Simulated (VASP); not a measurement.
Runs of VASP 6.6.1 on HfO2. The structure is that of space group I4/mmm (No. 139), or close to it. The cells are those of the table. 

```tsv
cell	gap on the mesh (eV)	pressure (GPa)
a = 3.572, b = 3.662, c = 3.618 Å, angles 58.8, 61.2, 60.0°, 3 atoms	(b)	-5.8
a = 3.550, b = 3.685, c = 3.619 Å, angles 58.1, 61.9, 60.0°, 3 atoms	2.92	-5.5
a = 3.708, b = 3.528, c = 3.621 Å, angles 62.5, 57.5, 60.0°, 3 atoms	2.55	-5.1
a = 3.506, b = 3.732, c = 3.624 Å, angles 56.9, 63.1, 60.0°, 3 atoms	(c)	(a)
```

Alike in all rows: task single point; level PBE; potentials or basis VASP PAW PBE potentials, release 64 (Hf_pv, O); no spin polarisation; k mesh 8 × 8 × 8; cutoff (eV) 520; smearing gaussian 0.05 eV.

**Question.** Estimate the missing entries.

**Answer.** (a) -4.5; (b) 3.25; (c) 2.16.

Caveats: spin-orbit coupling is left out, which moves the levels of the heavy elements.

A k mesh can miss the band edges, and the runs leave out spin-orbit coupling on Hf.
